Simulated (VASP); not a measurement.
# CrCuO2 (R-3m) in VASP: single point with r2SCAN+U

Aim: the single point of CrCuO2 with r2SCAN+U.

Everything below comes from runs of VASP 6.6.1. Logs are shortened: lines on timing, memory, paths and dates and some standing lists are left out, and cuts for length are marked.

## Step 1: The cell of the first run

It takes space group R-3m (No. 166, trigonal). Conventional cell: a = 2.992 Å, b = 2.992 Å, c = 17.204 Å, α = 90.00°, β = 90.00°, γ = 120.00°. Within 2.5 Å of Cu (site symmetry -3m) lie 2 O at 1.86 Å. O (site symmetry 3m) has 1 Cu at 1.86 Å and 3 Cr at 2.00 Å within 2.5 Å. Within 2.7 Å of Cr (site symmetry -3m) lie 6 O at 2.00 Å.

## Step 2: Single point, r2SCAN+U

Input file POSCAR:

```
CrCuO2
1.0
    1.4957705900      0.8635869300      5.7347765900
   -1.4957705900      0.8635869300      5.7347765900
    0.0000000000     -1.7271637900      5.7347765900
Cu O Cr
1 2 1
Direct
    0.0000000000      0.0000000000      0.0000000000
    0.1079200000      0.1079200000      0.1079200000
    0.8920800000      0.8920800000      0.8920800000
    0.5000000000      0.5000000000      0.5000000000
```

Input file INCAR.step1:

```
SYSTEM = CrCuO2
PREC = Accurate ; ENCUT = 660
ISMEAR = -5 ; SIGMA = 0.1
LREAL = .False. ; LASPH = .True.
NELM = 200 ; LMAXMIX = 4
LDAU = .True. ; LDAUTYPE = 2
LDAUL = 2 -1 2 ; LDAUU = 5.29 0 1.06
LDAUJ = 0 0 0 ; NBANDS = 26
ISYM = 0 ; GGA = PE
ALGO = Normal ; EDIFF = 1E-5
LWAVE = .True. ; LCHARG = .False.
GGA_COMPAT = .False.
```

Input file INCAR.step2:

```
SYSTEM = CrCuO2
PREC = Accurate ; ENCUT = 660
EDIFF = 1E-6 ; ISMEAR = -5
SIGMA = 0.1 ; LREAL = .False.
LASPH = .True. ; NELM = 200
ALGO = Normal ; ISIF = 2
LWAVE = .False. ; LCHARG = .False.
LMAXMIX = 4 ; LDAU = .True.
LDAUTYPE = 2 ; LDAUL = 2 -1 2
LDAUU = 5.29 0 1.06 ; LDAUJ = 0 0 0
LDAUPRINT = 1 ; METAGGA = R2SCAN
LMIXTAU = .True. ; NBANDS = 26
ISYM = 0 ; ISTART = 1
GGA_COMPAT = .False.
```

Input file KPOINTS:

```
regular mesh
0
Gamma
  7 7 7
  0 0 0
```

Potentials or basis: VASP PAW PBE potentials, release 64 (Cu, O, Cr_pv).

On the command line:

```
cat potpaw_PBE.64/Cu/POTCAR potpaw_PBE.64/O/POTCAR potpaw_PBE.64/Cr_pv/POTCAR > POTCAR
cp INCAR.step1 INCAR
mpirun -np 1 vasp_std > vasp.out
cp INCAR.step2 INCAR
mpirun -np 1 vasp_std > vasp.out
```

OUTCAR:

```text
SYSTEM = CrCuO2
   PREC = Accurate
   ENCUT = 660
   EDIFF = 1E-6
   ISMEAR = -5
   LREAL = .False.
   LASPH = .True.
   NELM = 200
   ISIF = 2
   METAGGA = R2SCAN
   ISYM = 0
   ISTART = 1

 ion  position               nearest neighbor table
   1  0.000  0.000  0.000-   2 1.86   3 1.86
   2  0.108  0.108  0.108-   1 1.86   4 2.00   4 2.00   4 2.00
   3  0.892  0.892  0.892-   1 1.86   4 2.00   4 2.00   4 2.00
   4  0.500  0.500  0.500-   2 2.00   2 2.00   3 2.00   3 2.00   2 2.00   3 2.00

IMPORTANT INFORMATION: All symmetrisations will be switched off!
NOSYMM: (Re-)initialisation of all symmetry stuff for point group C_1.

----------------------------------------------------------------------------------------

                                     Primitive cell

  volume of cell :      44.4465

  direct lattice vectors                    reciprocal lattice vectors
     1.495770590  0.863586930  5.734776590     0.334275860  0.192994253  0.058124790
    -1.495770590  0.863586930  5.734776590    -0.334275860  0.192994253  0.058124790
     0.000000000 -1.727163790  5.734776590     0.000000000 -0.385988506  0.058125129

  length of vectors
     5.989221534  5.989221534  5.989220091     0.390340394  0.390340394  0.390340438

  position of ions in fractional coordinates (direct lattice)
     0.000000000  0.000000000  0.000000000
     0.107920000  0.107920000  0.107920000
     0.892080000  0.892080000  0.892080000
     0.500000000  0.500000000  0.500000000

  ion indices of the primitive-cell ions
   primitive index   ion index
                 1           1
                 2           2
                 3           3
                 4           4

----------------------------------------------------------------------------------------

 KPOINTS: regular mesh

Automatic generation of k-mesh.
 Grid dimensions read from file:
 generate k-points for:    7    7    7

 Generating k-lattice:

  Cartesian coordinates                     Fractional coordinates (reciprocal lattice)
     0.047753694  0.027570608  0.008303541     0.142857143  0.000000000 -0.000000000
    -0.047753694  0.027570608  0.008303541     0.000000000  0.142857143 -0.000000000
     0.000000000 -0.055141215  0.008303590    -0.000000000 -0.000000000  0.142857143

  Length of vectors
     0.055762913  0.055762913  0.055762920

  Shift w.r.t. Gamma in fractional coordinates (k-lattice)
     0.000000000  0.000000000  0.000000000

 TETIRR: Found   1026 inequivalent tetrahedra from     2058

 Subroutine IBZKPT returns following result:
 ===========================================

 Found    172 irreducible k-points:

 Following reciprocal coordinates:
            Coordinates               Weight
  0.000000  0.000000  0.000000      1.000000
  0.142857 -0.000000 -0.000000      2.000000
 -0.000000  0.142857 -0.000000      2.000000
  0.000000  0.000000  0.142857      2.000000
  0.285714 -0.000000 -0.000000      2.000000
 -0.000000  0.285714 -0.000000      2.000000
[... 16 lines left out ...]
 -0.142857 -0.428571  0.000000      2.000000
  0.142857 -0.000000  0.428571      2.000000
 [... further k-points ...]
[... 46 lines left out ...]
   J (eV)           for each species LDAUJ =   0.0  0.0  0.0
   METAGGA = R2SCAN    functional components
   LHFCALC =     F    Hartree Fock is set to
   AEXX    =    0.0000 exact exchange contribution
   IVDW    =     0    specifies the selected vdW correction
   LEPSILON=     F    determine dielectric tensor
   LRPA    =     F    only Hartree local field effects (RPA)
 non-spin polarized calculation
 Fermi weights with tetrahedron method with Bloechl corrections
  energy-cutoff  :      660.00
  volume of cell :       44.45
 maximum number of plane-waves:      1741
 NGX is ok and might be reduce to    50
   NGX = 25   NGY = 25   NGZ = 25

atom =   1  type =  1  l = 2

 onsite density matrix

spin component  1

  0.9542  0.0000  0.0000 -0.0007  0.0000
  0.0000  0.9689 -0.0000  0.0000 -0.0007
  0.0000 -0.0000  0.8721 -0.0000 -0.0000
 -0.0007  0.0000 -0.0000  0.9689  0.0000
  0.0000 -0.0007 -0.0000  0.0000  0.9542

spin component  2

  0.9542  0.0000  0.0000 -0.0007  0.0000
  0.0000  0.9689 -0.0000  0.0000 -0.0007
  0.0000 -0.0000  0.8721 -0.0000 -0.0000
 -0.0007  0.0000 -0.0000  0.9689  0.0000
  0.0000 -0.0007 -0.0000  0.0000  0.9542

 occupancies and eigenvectors

  o =  0.8721  v = -0.0000  0.0000  1.0000  0.0000  0.0000  0.0000  0.0000  0.0000  0.0000  0.0000      0.0000  0.0000  0.0000  0.0000  0.0000  0.0000  0.0000  0.0000  0.0000  0.0000
  o =  0.8721  v =  0.0000  0.0000  0.0000  0.0000  0.0000 -0.0000  0.0000  1.0000  0.0000  0.0000      0.0000  0.0000  0.0000  0.0000  0.0000  0.0000  0.0000  0.0000  0.0000  0.0000
  o =  0.9542  v =  0.0000  0.0000  0.0000  0.0000  0.0000 -0.6856  0.0328 -0.0000 -0.0309  0.7266      0.0000  0.0000  0.0000  0.0000  0.0000  0.0000  0.0000  0.0000  0.0000  0.0000
  o =  0.9542  v = -0.6856  0.0328 -0.0000 -0.0309  0.7266  0.0000  0.0000  0.0000  0.0000  0.0000      0.0000  0.0000  0.0000  0.0000  0.0000  0.0000  0.0000  0.0000  0.0000  0.0000
  o =  0.9542  v =  0.7266  0.0309  0.0000  0.0328  0.6856  0.0000  0.0000  0.0000  0.0000  0.0000      0.0000  0.0000  0.0000  0.0000  0.0000  0.0000  0.0000  0.0000  0.0000  0.0000
  o =  0.9542  v =  0.0000  0.0000  0.0000  0.0000  0.0000  0.7266  0.0309  0.0000  0.0328  0.6856      0.0000  0.0000  0.0000  0.0000  0.0000  0.0000  0.0000  0.0000  0.0000  0.0000
  o =  0.9689  v =  0.0000  0.0000  0.0000  0.0000  0.0000 -0.0120 -0.9628  0.0000  0.2663  0.0434      0.0000  0.0000  0.0000  0.0000  0.0000  0.0000  0.0000  0.0000  0.0000  0.0000
  o =  0.9689  v = -0.0120 -0.9628  0.0000  0.2663  0.0434  0.0000  0.0000  0.0000  0.0000  0.0000      0.0000  0.0000  0.0000  0.0000  0.0000  0.0000  0.0000  0.0000  0.0000  0.0000
  o =  0.9689  v =  0.0434 -0.2663  0.0000 -0.9628  0.0120  0.0000  0.0000  0.0000  0.0000  0.0000      0.0000  0.0000  0.0000  0.0000  0.0000  0.0000  0.0000  0.0000  0.0000  0.0000
  o =  0.9689  v =  0.0000  0.0000  0.0000  0.0000  0.0000  0.0434 -0.2663  0.0000 -0.9628  0.0120      0.0000  0.0000  0.0000  0.0000  0.0000  0.0000  0.0000  0.0000  0.0000  0.0000

atom =   4  type =  3  l = 2

 onsite density matrix

spin component  1

  0.4090 -0.0000  0.0000  0.1887 -0.0000
 -0.0000  0.4902  0.0000  0.0000  0.1887
  0.0000  0.0000  0.2273  0.0000  0.0000
  0.1887  0.0000  0.0000  0.4902 -0.0000
 -0.0000  0.1887  0.0000 -0.0000  0.4090

spin component  2

  0.4090 -0.0000  0.0000  0.1887 -0.0000
 -0.0000  0.4902  0.0000  0.0000  0.1887
  0.0000  0.0000  0.2273  0.0000  0.0000
  0.1887  0.0000  0.0000  0.4902 -0.0000
 -0.0000  0.1887  0.0000 -0.0000  0.4090

 occupancies and eigenvectors

  o =  0.2273  v = -0.0000 -0.0000  1.0000  0.0000 -0.0000  0.0000  0.0000  0.0000  0.0000  0.0000      0.0000  0.0000  0.0000  0.0000  0.0000  0.0000  0.0000  0.0000  0.0000  0.0000
  o =  0.2273  v =  0.0000  0.0000  0.0000  0.0000  0.0000 -0.0000 -0.0000  1.0000  0.0000 -0.0000      0.0000  0.0000  0.0000  0.0000  0.0000  0.0000  0.0000  0.0000  0.0000  0.0000
  o =  0.2566  v = -0.0729  0.6256 -0.0000  0.0589 -0.7745  0.0000  0.0000  0.0000  0.0000  0.0000      0.0000  0.0000  0.0000  0.0000  0.0000  0.0000  0.0000  0.0000  0.0000  0.0000
  o =  0.2566  v =  0.0000  0.0000  0.0000  0.0000  0.0000 -0.0729  0.6256 -0.0000  0.0589 -0.7745      0.0000  0.0000  0.0000  0.0000  0.0000  0.0000  0.0000  0.0000  0.0000  0.0000
  o =  0.2566  v =  0.0000  0.0000  0.0000  0.0000  0.0000  0.7745  0.0589  0.0000 -0.6256 -0.0729      0.0000  0.0000  0.0000  0.0000  0.0000  0.0000  0.0000  0.0000  0.0000  0.0000
  o =  0.2566  v =  0.7745  0.0589  0.0000 -0.6256 -0.0729  0.0000  0.0000  0.0000  0.0000  0.0000      0.0000  0.0000  0.0000  0.0000  0.0000  0.0000  0.0000  0.0000  0.0000  0.0000
  o =  0.6426  v =  0.0000  0.0000  0.0000  0.0000  0.0000  0.0402  0.7763  0.0000  0.0498  0.6271      0.0000  0.0000  0.0000  0.0000  0.0000  0.0000  0.0000  0.0000  0.0000  0.0000
  o =  0.6426  v =  0.0402  0.7763  0.0000  0.0498  0.6271  0.0000  0.0000  0.0000  0.0000  0.0000      0.0000  0.0000  0.0000  0.0000  0.0000  0.0000  0.0000  0.0000  0.0000  0.0000
  o =  0.6426  v =  0.0000  0.0000  0.0000  0.0000  0.0000 -0.6271  0.0498 -0.0000 -0.7763  0.0402      0.0000  0.0000  0.0000  0.0000  0.0000  0.0000  0.0000  0.0000  0.0000  0.0000
  o =  0.6426  v = -0.6271  0.0498 -0.0000 -0.7763  0.0402  0.0000  0.0000  0.0000  0.0000  0.0000      0.0000  0.0000  0.0000  0.0000  0.0000  0.0000  0.0000  0.0000  0.0000  0.0000

 number of electron      35.0000003 magnetization

 Free energy of the ion-electron system (eV)
  ---------------------------------------------------
  ext. energy  EPLUGINS =         0.00000000
  ---------------------------------------------------
  free energy    TOTEN  =       -39.74861067 eV

  energy without entropy =      -39.74861067  energy(sigma->0) =      -39.74861067

 E-fermi :   5.9857     XC(G=0): -12.1744

 val. band max:        6.0099262545   @ k =  -0.0000  -0.2857   0.2857
 cond. band min:       5.9759765257   @ k =  -0.2857  -0.4286   0.0000
 fundamental gap:     -0.0339497288
 Fermi energy:         5.9857105937

 k-point     1 :       0.0000    0.0000    0.0000
  band No.  band energies     occupation
      1     -39.6361      2.00000
      2     -39.3580      2.00000
      3     -39.3580      2.00000
      4     -15.7183      2.00000
      5     -14.2846      2.00000
      6      -2.5853      2.00000
[... 685 lines left out ...]
     25      15.9591      0.00000
     26      17.1183      0.00000

 [... further k-points ...]

------------------------ aborting loop because EDIFF is reached ----------------------------------------

  FORCE on cell =-STRESS in cart. coord.  units (eV):
  Direction    XX          YY          ZZ          XY          YZ          ZX
  --------------------------------------------------------------------------------------
  -------------------------------------------------------------------------------------
  Total       -3.4769857     -3.4769802     -1.2290991     -0.0000019     -0.0000120      0.0000015
  in kB     -125.3361562   -125.3359571    -44.3057794     -0.0000682     -0.0004325      0.0000532
  external PRESSURE =     -98.3259643 kB  Pullay stress =       0.0000000 kB

 VOLUME and BASIS-vectors are now :
 -----------------------------------------------------------------------------
  energy-cutoff  :      660.00
  volume of cell :       44.45
      direct lattice vectors                 reciprocal lattice vectors
     1.495770590  0.863586930  5.734776590     0.334275860  0.192994253  0.058124790
    -1.495770590  0.863586930  5.734776590    -0.334275860  0.192994253  0.058124790
     0.000000000 -1.727163790  5.734776590     0.000000000 -0.385988506  0.058125129

 POSITION                                       TOTAL-FORCE (eV/Angst)
 -----------------------------------------------------------------------------------
      0.00000      0.00000      0.00000         0.000002     -0.000001      0.000001
      0.00000      0.00000      1.85669        -0.000001      0.000000     -0.473730
      0.00000      0.00001     15.34764         0.000001     -0.000002      0.473729
      0.00000      0.00001      8.60216        -0.000003      0.000003      0.000000
 -----------------------------------------------------------------------------------
    total drift:                                0.000008     -0.000002      0.000001

  FREE ENERGIE OF THE ION-ELECTRON SYSTEM (eV)
  ---------------------------------------------------
  free  energy   TOTEN  =       -39.7486106713 eV

  energy  without entropy=      -39.7486106713  energy(sigma->0) =      -39.74861067
```

Run time: 37 min. Hardware: 1 thread of Intel Xeon 6975P-C (Granite Rapids), shared host; peak memory 0.56 GiB.

What came out:

```yaml
Free_energy: -39.7486 eV
Pressure: -9.8 GPa
Largest_force: 0.474 eV/Å
Band_gap_on_the_k_mesh: zero (an odd number of electrons rules out a gap without spin polarisation)
```

Forces in eV/Å, atoms in the order of the input:
```
Cu   0.000  0.000  0.000
O    0.000  0.000 -0.474
O    0.000  0.000  0.474
Cr   0.000  0.000  0.000
```

Stress tensor (GPa, compression positive):
```
-12.53   0.00   0.00
  0.00 -12.53   0.00
  0.00   0.00  -4.43
```

Eigenvalues of the final occupation matrices:
| site | spin | trace | eigenvalues |
| --- | --- | --- | --- |
| site 1 d | 1 | 4.72 | 0.87 0.95 0.95 0.97 0.97 |
| site 1 d | 2 | 4.72 | 0.87 0.95 0.95 0.97 0.97 |
| site 4 d | 1 | 2.03 | 0.23 0.26 0.26 0.64 0.64 |
| site 4 d | 2 | 2.03 | 0.23 0.26 0.26 0.64 0.64 |

Caveat: the stress differs along the axes, from -13 to -4 GPa; the PAW data sets were made with another functional, which shifts forces and pressure a little; an odd number of electrons without spin polarisation forces a metal; a magnetic or distorted state may lie lower; the run has no spin polarisation, though such a crystal can be magnetic; U without spin polarisation on a metal has little footing; tetrahedron occupations give inexact forces and stress in metals. Spin polarisation is off, so any magnetic state and its effect on volume and gap are missing.
